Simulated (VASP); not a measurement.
# Fe (Im-3m) in VASP: a series of runs

The runs below take Fe through single point, with PBE.

Everything below comes from runs of VASP 6.6.1. Logs are shortened: lines on timing, memory, paths and dates and some standing lists are left out, and cuts for length are marked.

### 1 The cell of the first run

The structure is cubic, space group Im-3m (No. 229). The conventional cell has a = 2.788 Å, b = 2.788 Å, c = 2.788 Å, α = 90.00°, β = 90.00°, γ = 90.00°. Within 3.2 Å of Fe (site symmetry m-3m) lie 14 Fe at 2.41 to 2.79 Å.

### 2 Single point, PBE, collinear spin, ferromagnetic start

The input, INCAR:

```
ALGO = Normal
EDIFF = 1E-6
ENCUT = 600
GGA = PE
GGA_COMPAT = F
ISIF = 2
ISMEAR = -1
ISPIN = 2
LASPH = T
LCHARG = T
LELF = T
LMAXMIX = 4
LORBIT = 11
LREAL = F
LVHAR = T
LWAVE = F
MAGMOM = 2.5
NBANDS = 14
NELM = 200
PREC = Accurate
SIGMA = 0.1
```

The input, KPOINTS:

```
k-points
0
Gamma
  4 4 4
```

The input, POSCAR:

```
Fe
1.0
   -1.3942060824      1.3942060824      1.3942060824
    1.3942060824     -1.3942060824      1.3942060824
    1.3942060824      1.3942060824     -1.3942060824
Fe
1
Direct
    0.0000000000      0.0000000000      0.0000000000
```

Potentials or basis: VASP PAW PBE potentials, release 64 (Fe).

Command:

```bash
> cat potpaw_PBE.64/Fe/POTCAR > POTCAR
> mpirun -np 1 vasp_std > vasp.out
```

OUTCAR:

```text
EDIFF = 1E-6
   ENCUT = 600
   GGA = PE
   ISIF = 2
   ISMEAR = -1
   ISPIN = 2
   LASPH = T
   LORBIT = 11
   LREAL = F
   NELM = 200
   PREC = Accurate

 ion  position               nearest neighbor table
   1  0.000  0.000  0.000-

  LATTYP: Found a body centered cubic cell.
 ALAT       =     2.7884121648

  Lattice vectors:

 A1 = (  -1.3942060824,   1.3942060824,   1.3942060824)
 A2 = (   1.3942060824,  -1.3942060824,   1.3942060824)
 A3 = (   1.3942060824,   1.3942060824,  -1.3942060824)

Analysis of symmetry for initial positions (statically):
=====================================================================
 Subroutine PRICEL returns:
 Original cell was already a primitive cell.

 Routine SETGRP: Setting up the symmetry group for a
 body centered cubic supercell.

 Subroutine GETGRP returns: Found 48 space group operations
 (whereof 48 operations were pure point group operations)
 out of a pool of 48 trial point group operations.

The static configuration has the point symmetry O_h .

Analysis of symmetry for dynamics (positions and initial velocities):
=====================================================================
 Subroutine PRICEL returns:
 Original cell was already a primitive cell.

 Routine SETGRP: Setting up the symmetry group for a
 body centered cubic supercell.

 Subroutine GETGRP returns: Found 48 space group operations
 (whereof 48 operations were pure point group operations)
 out of a pool of 48 trial point group operations.

The dynamic configuration has the point symmetry O_h .

Analysis of structural, dynamic, and magnetic symmetry:
=====================================================================
 Subroutine PRICEL returns:
 Original cell was already a primitive cell.

 Routine SETGRP: Setting up the symmetry group for a
 body centered cubic supercell.

 Subroutine GETGRP returns: Found 48 space group operations
 (whereof 48 operations were pure point group operations)
 out of a pool of 48 trial point group operations.

The overall configuration has the point symmetry O_h .

 Subroutine INISYM returns: Found 48 space group operations
 (whereof 48 operations are pure point group operations),
 and found     1 'primitive' translations

----------------------------------------------------------------------------------------

                                     Primitive cell

  volume of cell :      10.8403

  direct lattice vectors                    reciprocal lattice vectors
    -1.394206082  1.394206082  1.394206082     0.000000000  0.358627040  0.358627040
     1.394206082 -1.394206082  1.394206082     0.358627040  0.000000000  0.358627040
     1.394206082  1.394206082 -1.394206082     0.358627040  0.358627040  0.000000000

  length of vectors
     2.414835771  2.414835771  2.414835771     0.507175223  0.507175223  0.507175223

  position of ions in fractional coordinates (direct lattice)
     0.000000000  0.000000000  0.000000000

  ion indices of the primitive-cell ions
   primitive index   ion index
                 1           1

----------------------------------------------------------------------------------------

 KPOINTS: k-points

Automatic generation of k-mesh.
 Grid dimensions read from file:
 generate k-points for:    4    4    4

 Generating k-lattice:

  Cartesian coordinates                     Fractional coordinates (reciprocal lattice)
     0.000000000  0.089656760  0.089656760     0.250000000  0.000000000  0.000000000
     0.089656760  0.000000000  0.089656760     0.000000000  0.250000000  0.000000000
     0.089656760  0.089656760  0.000000000     0.000000000  0.000000000  0.250000000

  Length of vectors
     0.126793806  0.126793806  0.126793806

  Shift w.r.t. Gamma in fractional coordinates (k-lattice)
     0.000000000  0.000000000  0.000000000

 Subroutine IBZKPT returns following result:
 ===========================================

 Found      8 irreducible k-points:

 Following reciprocal coordinates:
            Coordinates               Weight
  0.000000  0.000000  0.000000      1.000000
  0.250000  0.000000  0.000000     12.000000
  0.500000  0.000000  0.000000      6.000000
  0.250000  0.250000  0.000000     24.000000
  0.250000  0.250000  0.250000      2.000000
 -0.250000  0.250000  0.250000      6.000000
  0.500000  0.500000  0.250000     12.000000
  0.500000  0.500000  0.500000      1.000000
   k-points           NKPTS =      8   k-points in BZ     NKDIM =      8   number of bands    NBANDS=     14
   number of dos      NEDOS =    301   number of ions     NIONS =      1
   total plane-waves  NPLWV =   8000
   dimension x,y,z NGX =    20 NGY =   20 NGZ =   20
   dimension x,y,z NGXF=    40 NGYF=   40 NGZF=   40
   ions per type =               1
   NGX,Y,Z   is equivalent  to a cutoff of  13.77, 13.77, 13.77 a.u.
   NGXF,Y,Z  is equivalent  to a cutoff of  27.54, 27.54, 27.54 a.u.
 SYSTEM =  unknown system
   PREC   = accura    normal or accurate (medium, high low for compatibility)
   ISTART =      0    job   : 0-new  1-cont  2-samecut
   ICHARG =      2    charge: 1-file 2-atom 10-const
   ISPIN  =      2    spin polarized calculation?
   LNONCOLLINEAR =      F non collinear calculations
   LSORBIT =      F    spin-orbit coupling
   LASPH  =      T    aspherical Exc in radial PAW
   ENCUT  =  600.0 eV  44.10 Ry    6.64 a.u.   4.82  4.82  4.82*2*pi/ulx,y,z
   NELM   =    200;   NELMIN=  2; NELMDL= -5     # of ELM steps
   EDIFF  = 0.1E-05   stopping-criterion for ELM
   LREAL  =      F    real-space projection
   EDIFFG = 0.1E-04   stopping-criterion for IOM
   NSW    =      0    number of steps for IOM
   IBRION =     -1    ionic relax: 0-MD 1-quasi-New 2-CG
   NFREE  =      0    steps in history (QN), initial steepest desc. (CG)
   ISIF   =      2    stress and relaxation
   ISYM   =      2    0-nonsym 1-usesym 2-fastsym
   POTIM  = 0.5000    time-step for ionic-motion
   TEBEG  =    0.0;   TEEND  =   0.0 temperature during run
   PSTRESS=    0.0 pullay stress
   NELECT =       8.0000    total number of electrons
   NUPDOWN=      -1.0000    fix difference up-down
   EMIN   =  10.00;   EMAX   =-10.00  energy-range for DOS
   EFERMI =   0.00;   METHOD = LEGACY
   ISMEAR =    -1;   SIGMA  =   0.10  broadening in eV -4-tet -1-fermi 0-gaus
   EFERMI_NEDOS =   21; number of points for ismear=-14 and -15
   IALGO  =     38    algorithm
   IMIX   =      4    mixing-type and parameters
     AMIX     =   0.40;   BMIX     =  1.00
     AMIX_MAG =   1.60;   BMIX_MAG =  1.00
  volume/ion in A,a.u.               =      10.84        73.15
  Fermi-wavevector in a.u.,A,eV,Ry     =   1.479419  2.795697 29.778807  2.188681
  Thomas-Fermi vector in A             =   2.593579
   LORBIT       =     11    0 simple, 1 ext, 2 COOP (PROOUT), +10 PAW based schemes
   GGA     = PE    functional components
   LHFCALC =     F    Hartree Fock is set to
   AEXX    =    0.0000 exact exchange contribution
   IVDW    =     0    specifies the selected vdW correction
   LEPSILON=     F    determine dielectric tensor
   LRPA    =     F    only Hartree local field effects (RPA)
 spin polarized calculation
  energy-cutoff  :      600.00
  volume of cell :       10.84
 maximum number of plane-waves:       370
   NGX =  9   NGY =  9   NGZ =  9

 number of electron       8.0000000 magnetization       1.9334445

 Free energy of the ion-electron system (eV)
  ---------------------------------------------------
  ext. energy  EPLUGINS =         0.00000000
  ---------------------------------------------------
  free energy    TOTEN  =        -8.25516721 eV

  energy without entropy =       -8.22209549  energy(sigma->0) =       -8.23863135

 E-fermi :   6.6879     XC(G=0): -13.3765

 val. band max:        6.0925156258   @ k =  -0.2500   0.2500   0.2500
 cond. band min:       6.7332160517   @ k =  -0.2500   0.2500   0.2500
 fundamental gap:      0.6407004258
 Fermi energy:         6.6878991291

 spin component 1

 k-point     1 :       0.0000    0.0000    0.0000
  band No.  band energies     occupation
      1      -2.4215      1.00000
      2       4.1457      1.00000
      3       4.1457      1.00000
      4       4.1457      1.00000
      5       5.3624      1.00000
      6       5.3624      1.00000
      7      31.7427      0.00000
      8      31.7427      0.00000
      9      31.7427      0.00000
     10      37.1386      0.00000
     11      37.1386      0.00000
     12      39.8380      0.00000
     13      39.8380      0.00000
     14      39.8380      0.00000
[... 103 lines left out ...]
 k-point     8 :       0.5000    0.5000    0.5000
  band No.  band energies     occupation
      1       1.2600      1.00000
      2       1.2600      1.00000
      3       6.7775      0.28986
      4       6.7775      0.28984
      5       6.7775      0.28984
      6      16.5942      0.00000
      7      16.5942      0.00000
      8      16.5942      0.00000
      9      22.4750      0.00000
     10      22.4750      0.00000
     11      28.1884      0.00000
     12      46.7818      0.00000
     13      54.4945      0.00000
     14      54.4945      0.00000
 Fermi energy:         6.6878991291

 spin component 2

 k-point     1 :       0.0000    0.0000    0.0000
  band No.  band energies     occupation
      1      -2.1914      1.00000
      2       5.6775      0.99996
      3       5.6777      0.99996
      4       5.6777      0.99996
      5       7.9614      0.00000
      6       7.9617      0.00000
      7      31.6112      0.00000
      8      31.6112      0.00000
      9      31.6112      0.00000
     10      37.4855      0.00000
     11      37.4855      0.00000
     12      40.4109      0.00000
     13      40.4109      0.00000
     14      40.4109      0.00000
[... 103 lines left out ...]
 k-point     8 :       0.5000    0.5000    0.5000
  band No.  band energies     occupation
      1       2.9931      1.00000
      2       2.9934      1.00000
      3       8.5313      0.00000
      4       8.5314      0.00000
      5       8.5315      0.00000
      6      16.8787      0.00000
      7      16.8787      0.00000
      8      16.8787      0.00000
      9      23.5958      0.00000
     10      23.5958      0.00000
     11      29.2526      0.00000
     12      46.9823      0.00000
     13      55.6902      0.00000
     14      55.6902      0.00000

------------------------ aborting loop because EDIFF is reached ----------------------------------------

  FORCE on cell =-STRESS in cart. coord.  units (eV):
  Direction    XX          YY          ZZ          XY          YZ          ZX
  --------------------------------------------------------------------------------------
  -------------------------------------------------------------------------------------
  Total        0.3672375      0.3672375      0.3672375      0.0000000      0.0000000      0.0000000
  in kB       54.2771004     54.2771004     54.2771004      0.0000000      0.0000000      0.0000000
  external PRESSURE =      54.2771004 kB  Pullay stress =       0.0000000 kB

 VOLUME and BASIS-vectors are now :
 -----------------------------------------------------------------------------
  energy-cutoff  :      600.00
  volume of cell :       10.84
      direct lattice vectors                 reciprocal lattice vectors
    -1.394206082  1.394206082  1.394206082     0.000000000  0.358627040  0.358627040
     1.394206082 -1.394206082  1.394206082     0.358627040  0.000000000  0.358627040
     1.394206082  1.394206082 -1.394206082     0.358627040  0.358627040  0.000000000

 POSITION                                       TOTAL-FORCE (eV/Angst)
 -----------------------------------------------------------------------------------
      0.00000      0.00000      0.00000         0.000000      0.000000      0.000000
 -----------------------------------------------------------------------------------
    total drift:                                0.000000      0.000000      0.000000

  FREE ENERGIE OF THE ION-ELECTRON SYSTEM (eV)
  ---------------------------------------------------
  free  energy   TOTEN  =        -8.2551672148 eV

  energy  without entropy=       -8.2220954945  energy(sigma->0) =       -8.23863135

 total charge

# of ion       s       p       d       tot
------------------------------------------
    1        0.512   0.549   6.320   7.381

 magnetization (x)

# of ion       s       p       d       tot
------------------------------------------
    1       -0.005  -0.028   1.947   1.915
```

Run time: 6.9 s. Hardware: 1 thread of Intel Xeon 8259CL, shared host; peak memory 0.13 GiB.

Results:

```yaml
Free_energy: -8.2552 eV
Pressure: 5.4 GPa
Net_moment: 1.93 μB per cell
Site_moments: Fe +1.92 μB
Valence_electrons_inside_the_program's_atomic_spheres: Fe 7.38
```

Levels at points of the mesh, in eV from the Fermi level:
Spin up:
| k point | band 2 | band 3 | band 4 | band 5 | band 6 | band 7 | band 8 | band 9 |
| --- | --- | --- | --- | --- | --- | --- | --- | --- |
| (0.00, 0.00, 0.00) | -2.54 | -2.54 | -2.54 | -1.33 | -1.33 | 25.05 | 25.05 | 25.05 |
| (0.50, 0.00, 0.00) | -3.73 | -1.21 | -1.11 | 0.11 | 0.39 | 7.53 | 18.34 | 20.64 |
| (0.50, 0.50, 0.50) | -5.43 | 0.09 | 0.09 | 0.09 | 9.91 | 9.91 | 9.91 | 15.79 |
Spin down:
```tsv
k point	band 1	band 2	band 3	band 4	band 5	band 6
(0.00, 0.00, 0.00)	-8.88	-1.01	-1.01	-1.01	1.27	1.27
(0.50, 0.00, 0.00)	-4.32	-2.36	0.30	1.09	1.55	2.16
(0.50, 0.50, 0.50)	-3.69	-3.69	1.84	1.84	1.84	10.19
```

Caveat: the k points lie up to 0.80 Å⁻¹ apart.

(Part 1 of 2 ends here.)
